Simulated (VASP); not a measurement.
# CsSnI3 (P4/mmm) in VASP: a series of runs

CsSnI3 is run at these levels: r2SCAN; tasks: single point.

All numbers are computed with VASP 6.6.1; they aren't measurements. Logs are shortened: lines on timing, memory, paths and dates and some standing lists are left out, and cuts for length are marked.

### 1 The cell of the first run

Symmetry: P4/mmm, No. 123, tetragonal system. Conventional cell: a = 6.241 Å, b = 6.241 Å, c = 5.992 Å, α = 90.00°, β = 90.00°, γ = 90.00°. Cs (site symmetry 4/mmm) has 12 I at 4.33 to 4.41 Å and 8 Sn at 5.33 Å within 5.7 Å. Within 3.9 Å of Sn (site symmetry 4/mmm) lie 6 I at 3.00 to 3.12 Å. I (site symmetry 4/mmm) has 2 Sn at 3.00 Å within 3.9 Å. Within 4.1 Å of I (site symmetry mmm) lie 2 Sn at 3.12 Å.

### 2 Single point, r2SCAN (uniaxial z strain -4.0%)

File POSCAR:

```
CsSnI3
1.0
    6.2414907048      0.0000000000      0.0000000000
    0.0000000000      6.2414907048      0.0000000000
    0.0000000000      0.0000000000      5.9918310766
Cs Sn I
1 1 3
Direct
    0.0000000000      0.0000000000      0.0000000000
    0.5000000000      0.5000000000      0.5000000000
    0.5000000000      0.5000000000      0.0000000000
    0.5000000000      0.0000000000      0.5000000000
    0.0000000000      0.5000000000      0.5000000000
```

File INCAR.step1:

```
SYSTEM = CsSnI3
ALGO = Normal ; EDIFF = 1E-4
ENCUT = 520 ; GGA = PE
ISMEAR = -1 ; LASPH = .TRUE.
LCHARG = .FALSE. ; LREAL = .FALSE.
LWAVE = .TRUE. ; NBANDS = 30
NELM = 60 ; PREC = Accurate
SIGMA = 0.02
```

File INCAR.step2:

```
SYSTEM = CsSnI3
ALGO = Normal ; EDIFF = 1E-6
ENCUT = 520 ; ISIF = 2
ISMEAR = -1 ; ISTART = 1
LASPH = .TRUE. ; LCHARG = .FALSE.
LMIXTAU = .TRUE. ; LREAL = .FALSE.
LWAVE = .FALSE. ; METAGGA = R2SCAN
NBANDS = 30 ; NELM = 60
PREC = Accurate ; SIGMA = 0.02
```

File KPOINTS:

```
k-points
0
G
  4 4 4
  0 0 0
```

Potentials or basis: VASP PAW PBE potentials, release 64 (Cs_sv, Sn_d, I).

The run is started by

```
$ cat potpaw_PBE.64/Cs_sv/POTCAR potpaw_PBE.64/Sn_d/POTCAR potpaw_PBE.64/I/POTCAR > POTCAR
$ cp INCAR.step1 INCAR
$ mpirun -np 1 vasp_std > vasp.out
$ cp INCAR.step2 INCAR
$ mpirun -np 1 vasp_std > vasp.out
```

OUTCAR:

```text
SYSTEM = CsSnI3
   EDIFF = 1E-6
   ENCUT = 520
   ISIF = 2
   ISMEAR = -1
   ISTART = 1
   LASPH = .TRUE.
   LREAL = .FALSE.
   METAGGA = R2SCAN
   NELM = 60
   PREC = Accurate

 ion  position               nearest neighbor table
   1  0.000  0.000  0.000-
   2  0.500  0.500  0.500-   3 3.00   3 3.00   5 3.12   4 3.12   4 3.12   5 3.12
   3  0.500  0.500  0.000-   2 3.00   2 3.00
   4  0.500  0.000  0.500-   2 3.12   2 3.12
   5  0.000  0.500  0.500-   2 3.12   2 3.12

  LATTYP: Found a simple tetragonal cell.
 ALAT       =     6.2414907048
 C/A-ratio  =     0.9600000000

  Lattice vectors:

 A1 = (   6.2414907048,   0.0000000000,   0.0000000000)
 A2 = (   0.0000000000,   6.2414907048,   0.0000000000)
 A3 = (   0.0000000000,   0.0000000000,   5.9918310766)

Analysis of symmetry for initial positions (statically):
=====================================================================
 Subroutine PRICEL returns:
 Original cell was already a primitive cell.

 Routine SETGRP: Setting up the symmetry group for a
 simple tetragonal supercell.

 Subroutine GETGRP returns: Found 16 space group operations
 (whereof 16 operations were pure point group operations)
 out of a pool of 16 trial point group operations.

The static configuration has the point symmetry D_4h.

Analysis of symmetry for dynamics (positions and initial velocities):
=====================================================================
 Subroutine PRICEL returns:
 Original cell was already a primitive cell.

 Routine SETGRP: Setting up the symmetry group for a
 simple tetragonal supercell.

 Subroutine GETGRP returns: Found 16 space group operations
 (whereof 16 operations were pure point group operations)
 out of a pool of 16 trial point group operations.

The dynamic configuration has the point symmetry D_4h.

 Subroutine INISYM returns: Found 16 space group operations
 (whereof 16 operations are pure point group operations),
 and found     1 'primitive' translations

----------------------------------------------------------------------------------------

                                     Primitive cell

  volume of cell :     233.4190

  direct lattice vectors                    reciprocal lattice vectors
     6.241490705  0.000000000  0.000000000     0.160218135  0.000000000  0.000000000
     0.000000000  6.241490705  0.000000000     0.000000000  0.160218135  0.000000000
     0.000000000  0.000000000  5.991831077     0.000000000  0.000000000  0.166893891

  length of vectors
     6.241490705  6.241490705  5.991831077     0.160218135  0.160218135  0.166893891

  position of ions in fractional coordinates (direct lattice)
     0.000000000  0.000000000  0.000000000
     0.500000000  0.500000000  0.500000000
     0.500000000  0.500000000  0.000000000
     0.500000000  0.000000000  0.500000000
     0.000000000  0.500000000  0.500000000

  ion indices of the primitive-cell ions
   primitive index   ion index
                 1           1
                 2           2
                 3           3
                 4           4
                 5           5

----------------------------------------------------------------------------------------

 KPOINTS: k-points

Automatic generation of k-mesh.
 Grid dimensions read from file:
 generate k-points for:    4    4    4

 Generating k-lattice:

  Cartesian coordinates                     Fractional coordinates (reciprocal lattice)
     0.040054534  0.000000000  0.000000000     0.250000000  0.000000000  0.000000000
     0.000000000  0.040054534  0.000000000     0.000000000  0.250000000  0.000000000
     0.000000000  0.000000000  0.041723473     0.000000000  0.000000000  0.250000000

  Length of vectors
     0.040054534  0.040054534  0.041723473

  Shift w.r.t. Gamma in fractional coordinates (k-lattice)
     0.000000000  0.000000000  0.000000000

 Subroutine IBZKPT returns following result:
 ===========================================

 Found     18 irreducible k-points:

 Following reciprocal coordinates:
            Coordinates               Weight
  0.000000  0.000000  0.000000      1.000000
  0.250000  0.000000  0.000000      4.000000
  0.500000  0.000000  0.000000      2.000000
  0.250000  0.250000  0.000000      4.000000
  0.500000  0.250000  0.000000      4.000000
  0.500000  0.500000  0.000000      1.000000
[... 10 lines left out ...]
  0.500000  0.250000  0.500000      4.000000
  0.500000  0.500000  0.500000      1.000000
   k-points           NKPTS =     18   k-points in BZ     NKDIM =     18   number of bands    NBANDS=     30
   number of dos      NEDOS =    301   number of ions     NIONS =      5
   total plane-waves  NPLWV = 110592
   dimension x,y,z NGX =    48 NGY =   48 NGZ =   48
   dimension x,y,z NGXF=    96 NGYF=   96 NGZF=   96
   ions per type =               1   1   3
   NGX,Y,Z   is equivalent  to a cutoff of  12.79, 12.79, 13.32 a.u.
   NGXF,Y,Z  is equivalent  to a cutoff of  25.57, 25.57, 26.64 a.u.
 SYSTEM =  CsSnI3
   PREC   = accura    normal or accurate (medium, high low for compatibility)
   ISTART =      1    job   : 0-new  1-cont  2-samecut
   ICHARG =      0    charge: 1-file 2-atom 10-const
   ISPIN  =      1    spin polarized calculation?
   LNONCOLLINEAR =      F non collinear calculations
   LSORBIT =      F    spin-orbit coupling
   LASPH  =      T    aspherical Exc in radial PAW
   ENCUT  =  520.0 eV  38.22 Ry    6.18 a.u.  11.61 11.61 11.14*2*pi/ulx,y,z
   NELM   =     60;   NELMIN=  2; NELMDL=  0     # of ELM steps
   EDIFF  = 0.1E-05   stopping-criterion for ELM
   LREAL  =      F    real-space projection
   EDIFFG = 0.1E-04   stopping-criterion for IOM
   NSW    =      0    number of steps for IOM
   IBRION =     -1    ionic relax: 0-MD 1-quasi-New 2-CG
   NFREE  =      0    steps in history (QN), initial steepest desc. (CG)
   ISIF   =      2    stress and relaxation
   ISYM   =      2    0-nonsym 1-usesym 2-fastsym
   POTIM  = 0.5000    time-step for ionic-motion
   TEBEG  =    0.0;   TEEND  =   0.0 temperature during run
   PSTRESS=    0.0 pullay stress
   NELECT =      44.0000    total number of electrons
   NUPDOWN=      -1.0000    fix difference up-down
   EMIN   =  10.00;   EMAX   =-10.00  energy-range for DOS
   EFERMI =   0.00;   METHOD = LEGACY
   ISMEAR =    -1;   SIGMA  =   0.02  broadening in eV -4-tet -1-fermi 0-gaus
   EFERMI_NEDOS =   21; number of points for ismear=-14 and -15
   IALGO  =     38    algorithm
   IMIX   =      4    mixing-type and parameters
     AMIX     =   0.40;   BMIX     =  1.00
     AMIX_MAG =   1.60;   BMIX_MAG =  1.00
  volume/ion in A,a.u.               =      46.68       315.04
  Fermi-wavevector in a.u.,A,eV,Ry     =   0.938672  1.773832 11.988151  0.881104
  Thomas-Fermi vector in A             =   2.065907
   LORBIT       =      0    0 simple, 1 ext, 2 COOP (PROOUT), +10 PAW based schemes
   METAGGA = R2SCAN    functional components
   LHFCALC =     F    Hartree Fock is set to
   AEXX    =    0.0000 exact exchange contribution
   IVDW    =     0    specifies the selected vdW correction
   LEPSILON=     F    determine dielectric tensor
   LRPA    =     F    only Hartree local field effects (RPA)
 non-spin polarized calculation
  energy-cutoff  :      520.00
  volume of cell :      233.42
 maximum number of plane-waves:      6314
 NGX is ok and might be reduce to    48
   NGX = 23   NGY = 23   NGZ = 23

 number of electron      43.9999987 magnetization

 Free energy of the ion-electron system (eV)
  ---------------------------------------------------
  ext. energy  EPLUGINS =         0.00000000
  ---------------------------------------------------
  free energy    TOTEN  =      -128.57002848 eV

  energy without entropy =     -128.56990891  energy(sigma->0) =     -128.56996869

 E-fermi :   3.2792     XC(G=0):  -8.0086

 val. band max:        3.1990325362   @ k =   0.5000   0.5000   0.5000
 cond. band min:       3.3734541112   @ k =   0.5000   0.5000   0.5000
 fundamental gap:      0.1744215750
 Fermi energy:         3.2792212822

 k-point     1 :       0.0000    0.0000    0.0000
  band No.  band energies     occupation
      1     -20.0844      2.00000
      2     -19.9038      2.00000
      3     -19.8955      2.00000
      4     -19.8711      2.00000
      5     -19.8660      2.00000
      6     -19.8660      2.00000
[... 22 lines left out ...]
     29       7.8673      0.00000
     30       7.8673      0.00000

 k-point     2 :       0.2500    0.0000    0.0000
  band No.  band energies     occupation
      1     -20.0842      2.00000
      2     -19.9036      2.00000
      3     -19.8948      2.00000
      4     -19.8711      2.00000
      5     -19.8661      2.00000
      6     -19.8660      2.00000
[... 22 lines left out ...]
     29       7.2969      0.00000
     30       7.7855      0.00000

 k-point     3 :       0.5000    0.0000    0.0000
  band No.  band energies     occupation
      1     -20.0840      2.00000
      2     -19.9035      2.00000
      3     -19.8942      2.00000
      4     -19.8712      2.00000
      5     -19.8662      2.00000
      6     -19.8660      2.00000
[... 22 lines left out ...]
     29       7.5878      0.00000
     30       8.2766      0.00000

 k-point     4 :       0.2500    0.2500    0.0000
  band No.  band energies     occupation
      1     -20.0840      2.00000
      2     -19.9034      2.00000
      3     -19.8942      2.00000
      4     -19.8712      2.00000
      5     -19.8661      2.00000
      6     -19.8661      2.00000
[... 418 lines left out ...]
     29       7.9391      0.00000
     30       8.0447      0.00000

 k-point    17 :       0.5000    0.2500    0.5000
  band No.  band energies     occupation
      1     -20.0831      2.00000
      2     -19.9000      2.00000
      3     -19.8935      2.00000
      4     -19.8713      2.00000
      5     -19.8665      2.00000
      6     -19.8665      2.00000
[... 22 lines left out ...]
     29       7.6544      0.00000
     30       8.1925      0.00000

 k-point    18 :       0.5000    0.5000    0.5000
  band No.  band energies     occupation
      1     -20.0829      2.00000
      2     -19.8998      2.00000
      3     -19.8929      2.00000
      4     -19.8714      2.00000
      5     -19.8665      2.00000
      6     -19.8665      2.00000
[... 22 lines left out ...]
     29       7.3443      0.00000
     30       8.4348      0.00000

------------------------ aborting loop because EDIFF is reached ----------------------------------------

  FORCE on cell =-STRESS in cart. coord.  units (eV):
  Direction    XX          YY          ZZ          XY          YZ          ZX
  --------------------------------------------------------------------------------------
  -------------------------------------------------------------------------------------
  Total        0.3524012      0.3524012      3.1081891      0.0000000      0.0000000      0.0000000
  in kB        2.4188654      2.4188654     21.3344673      0.0000000      0.0000000      0.0000000
  external PRESSURE =       8.7240660 kB  Pullay stress =       0.0000000 kB

 VOLUME and BASIS-vectors are now :
 -----------------------------------------------------------------------------
  energy-cutoff  :      520.00
  volume of cell :      233.42
      direct lattice vectors                 reciprocal lattice vectors
     6.241490705  0.000000000  0.000000000     0.160218135  0.000000000  0.000000000
     0.000000000  6.241490705  0.000000000     0.000000000  0.160218135  0.000000000
     0.000000000  0.000000000  5.991831077     0.000000000  0.000000000  0.166893891

 POSITION                                       TOTAL-FORCE (eV/Angst)
 -----------------------------------------------------------------------------------
      0.00000      0.00000      0.00000         0.000000      0.000000      0.000000
      3.12075      3.12075      2.99592         0.000000      0.000000      0.000000
      3.12075      3.12075      0.00000         0.000000      0.000000      0.000000
      3.12075      0.00000      2.99592         0.000000      0.000000      0.000000
      0.00000      3.12075      2.99592         0.000000      0.000000      0.000000
 -----------------------------------------------------------------------------------
    total drift:                                0.000000     -0.000000     -0.000000

  FREE ENERGIE OF THE ION-ELECTRON SYSTEM (eV)
  ---------------------------------------------------
  free  energy   TOTEN  =      -128.5700284754 eV

  energy  without entropy=     -128.5699089139  energy(sigma->0) =     -128.56996869
```

Wall time 3.5 min (1 thread of Intel Xeon 6975P-C (Granite Rapids), shared host); peak memory 0.44 GiB.

What came out:

```yaml
Free_energy: -128.5700 eV
Pressure: 0.9 GPa
Band_gap_on_the_k_mesh: 0.17 eV
```

Stress tensor (GPa, compression positive):
```
0.24 0.00 0.00
0.00 0.24 0.00
0.00 0.00 2.13
```

Caveat: the cell differs from its parent crystal (uniaxial z strain -4.0%); the PAW data sets were made with another functional, which shifts forces and pressure a little; spin-orbit coupling is left out, which moves the levels of the heavy elements. A k mesh can miss the band edges.

(Continued in part 2 of 2.)
